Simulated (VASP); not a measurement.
Write the native input for VASP 6.6.1 that does the following.

```
Task                   : single point
Functional             : PBE
Potentials or basis    : VASP PAW PBE potentials, release 64 (Ta_pv, N)
Cutoff                 : 520 eV
k mesh                 : 5 × 5 × 5
Occupations            : gaussian, width 0.1 eV
Spin                   : no spin polarisation
Dipole correction      : no
Further INCAR settings : LREAL = Auto; ALGO = Normal; EDIFF = 1e-06; NBANDS = 150
```

The structure of TaN lies in POSCAR:

```
TaN
1.0
    4.4252770195      2.5549348784     -5.7955432031
    4.4252770195      2.5549348784      5.7955432031
   -1.4750923398     -7.6648046353      0.0000000000
Ta N
16 16
Direct
    0.9583333333      0.2083333333      0.5000000000
    0.3333333333      0.0833333333      0.2500000000
    0.0833333333      0.3333333333      0.2500000000
    0.8333333333      0.5833333333      0.2500000000
    0.8333333333      0.0833333333      0.7500000000
    0.7083333333      0.4583333333      0.5000000000
    0.4583333333      0.7083333333      0.5000000000
    0.2083333333      0.9583333333      0.5000000000
    0.4583333333      0.2083333333      0.0000000000
    0.2083333333      0.4583333333      0.0000000000
    0.9583333333      0.7083333333      0.0000000000
    0.5833333333      0.8333333333      0.2500000000
    0.5833333333      0.3333333333      0.7500000000
    0.3333333333      0.5833333333      0.7500000000
    0.0833333333      0.8333333333      0.7500000000
    0.7083333333      0.9583333333      0.0000000000
    0.8750000000      0.8750000000      0.2500000000
    0.2500000000      0.7500000000      0.0000000000
    0.0000000000      0.0000000000      0.0000000000
    0.7500000000      0.2500000000      0.0000000000
    0.7500000000      0.7500000000      0.5000000000
    0.6250000000      0.1250000000      0.2500000000
    0.3750000000      0.3750000000      0.2500000000
    0.1250000000      0.6250000000      0.2500000000
    0.3750000000      0.8750000000      0.7500000000
    0.1250000000      0.1250000000      0.7500000000
    0.8750000000      0.3750000000      0.7500000000
    0.5000000000      0.5000000000      0.0000000000
    0.5000000000      0.0000000000      0.5000000000
    0.2500000000      0.2500000000      0.5000000000
    0.0000000000      0.5000000000      0.5000000000
    0.6250000000      0.6250000000      0.7500000000
```

These files were run (other wordings do the same):

INCAR

```
SYSTEM = TaN
PREC = Accurate ; ENCUT = 520
EDIFF = 1E-6 ; ISMEAR = 0
SIGMA = 0.1 ; LREAL = Auto
LASPH = .TRUE. ; NELM = 80
ALGO = Normal ; ISIF = 2
LWAVE = .FALSE. ; LCHARG = .FALSE.
GGA = PE ; NBANDS = 150
LUSENCCL = .FALSE.
```

KPOINTS

```
regular mesh
0
G
  5 5 5
  0 0 0
```

Potentials or basis: VASP PAW PBE potentials, release 64 (Ta_pv, N).

Command:

```sh
$ cat potpaw_PBE.64/Ta_pv/POTCAR potpaw_PBE.64/N/POTCAR > POTCAR
$ mpirun -np 1 vasp_std > vasp.out
```

It gave:

| Item | Value |
| --- | --- |
| Pressure | 0.6 GPa |
| Band gap on the k mesh | zero (bands 128 and 129 overlap by 0.50 eV) |

Caveat: spin-orbit coupling is left out, which moves the levels of the heavy elements.

It took 4.2 min on 1 × NVIDIA H100 80GB with 1 thread of AMD EPYC 7R13 Processor (Zen 3), with other jobs on the host, peak memory 2.1 GiB.
